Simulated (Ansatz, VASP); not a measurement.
NbC4 in VASP and in Ansatz

File INCAR:

```
  PREC = Accurate
  ENCUT = 600
  EDIFF = 1E-6
  ISMEAR = 0
  SIGMA = 0.1
  LREAL = F
  LASPH = T
  NELM = 100
  ALGO = Normal
  ISIF = 3
  LWAVE = F
  LCHARG = F
  GGA = PE
  IBRION = 2
  NSW = 100
  EDIFFG = -0.01
```

Contents of KPOINTS:

```
Automatic mesh
0
Gamma
  10 10 10
```

Contents of POSCAR:

```
NbC4
1.0
    4.1776938438      0.0000000000      0.0000000000
    0.0000000000      4.1776938438      0.0000000000
    0.0000000000      0.0000000000      4.1776938438
Nb C
1 4
Direct
    0.0000000000      0.0000000000      0.0000000000
    0.5000000000      0.0000000000      0.0000000000
    0.0000000000      0.5000000000      0.0000000000
    0.0000000000      0.0000000000      0.5000000000
    0.5000000000      0.5000000000      0.5000000000
```

Input for Ansatz:

```yaml
crystal:
  lattice:
    - [4.1776938438, 0.0, 0.0]
    - [0.0, 4.1776938438, 0.0]
    - [0.0, 0.0, 4.1776938438]
  atoms:
    - { symbol: Nb, position: [0.0, 0.0, 0.0] }
    - { symbol: C, position: [0.5, 0.0, 0.0] }
    - { symbol: C, position: [0.0, 0.5, 0.0] }
    - { symbol: C, position: [0.0, 0.0, 0.5] }
    - { symbol: C, position: [0.5, 0.5, 0.5] }
basis:
  ecutwfc: 420
kpoints:
  mp_grid: { grid: [10, 10, 10] }
hamiltonian:
  xc: pbe
scf:
  occupations: { method: gaussian, width: 0.1 }
output:
  forces: true
  stress: true
  eigenvalues: true
  write_density: true
  write_potential: true
  elf: true
  volumetric_format: npy
relax:
  adjacent_minimum: "off"
  f_tol: 0.01
  max_steps: 80
  cell: { stress_tol: 0.05 }
```

Alike in both runs: task relaxation of cell and atoms; functional PBE; k mesh 10 × 10 × 10; occupations gaussian, width 0.1 eV; no spin polarisation.

|  | VASP | Ansatz |
| --- | --- | --- |
| version | VASP 6.6.1 | Ansatz 0.2.0 |
| potentials or method | VASP PAW PBE potentials, release 64 (Nb_sv, C), cutoff 600 eV | scalar-relativistic, plane waves, PAW |
| valence electrons in the cell | 29 | 29 |

|  | VASP | Ansatz | Ansatz less VASP |
| --- | --- | --- | --- |
| gap on the k mesh at the Fermi level, each at its own relaxed structure (eV) | none | none | - |
| relaxed volume (Å³/atom) | 14.48 | 14.52 | +0.043 |
| relaxed cell length with the largest relative difference (Å) | 4.168 | 4.172 | +0.0041 |

A gap of «none» marks a metal or a gap that the smearing closes.
